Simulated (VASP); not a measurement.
Set up this calculation in VASP 6.6.1, as the native input.

```yaml
Task: single point
Functional: PBE
Potentials_or_basis: VASP PAW PBE potentials, release 64 (Al, Cd, O)
Cutoff: 520 eV
k_mesh: 4 × 4 × 4
Occupations: gaussian, width 0.1 eV
Spin: collinear spin, ferromagnetic start
Starting_moments: "[0.0, 0.0, 0.0, 1.0, 1.0, 1.0, 1.0, 1.0, 1.0] μB"
Dipole_correction: no
Further_INCAR_settings: ALGO = Normal; EDIFF = 1e-06; NBANDS = 41
```

The structure of Al2CdO6 lies in POSCAR:

```
Al2CdO6
1.0
    0.0000000000      3.7586183300      3.7586183300
    3.7586183300      0.0000000000      3.7586183300
    3.7586183300      3.7586183300      0.0000000000
Al Cd O
2 1 6
Direct
    0.7500000000      0.7500000000      0.7500000000
    0.2500000000      0.2500000000      0.2500000000
    0.0000000000      0.0000000000      0.0000000000
    0.5000000000      0.0000000000      0.0000000000
    0.0000000000      0.5000000000      0.5000000000
    0.0000000000      0.5000000000      0.0000000000
    0.5000000000      0.0000000000      0.5000000000
    0.0000000000      0.0000000000      0.5000000000
    0.5000000000      0.5000000000      0.0000000000
```

This cell differs from its parent crystal: atoms taken out.

One way to write it, as run:

INCAR

```
SYSTEM = Al2CdO6
ALGO = Normal
EDIFF = 1E-6
ENCUT = 520
GGA = PE
ISIF = 2
ISMEAR = 0
ISPIN = 2
LASPH = .TRUE.
LCHARG = .FALSE.
LORBIT = 11
LREAL = .FALSE.
LWAVE = .FALSE.
MAGMOM = 0 0 0 1 1 1 1 1 1
NBANDS = 41
NELM = 150
PREC = Accurate
SIGMA = 0.1
```

KPOINTS

```
k-points
0
G
  4 4 4
  0 0 0
```

Potentials or basis: VASP PAW PBE potentials, release 64 (Al, Cd, O).

Command:

```bash
$ cat potpaw_PBE.64/Al/POTCAR potpaw_PBE.64/Cd/POTCAR potpaw_PBE.64/O/POTCAR > POTCAR
$ mpirun -np 1 vasp_std > vasp.out
```

Results of the run:

```yaml
Pressure: -3.0 GPa
Band_gap_on_the_k_mesh: zero (filled and empty bands overlap)
Net_moment: 4.00 μB per cell
Site_moments: Al -0.02; Cd -0.02; O +0.58 μB
Valence_electrons_inside_the_program's_atomic_spheres: Al 0.70; Cd 10.03; O 4.95
```

Caveat: the k points lie up to 0.36 Å⁻¹ apart, too coarse for converged energies and pressures of a metal; the cell differs from its parent crystal (atoms taken out).

Run time: 97 s on 1 thread of Intel(R) Xeon(R) Platinum 8259CL CPU @ 2.50GHz (Skylake/Cascade Lake), with other jobs on the host, peak memory 0.31 GiB.
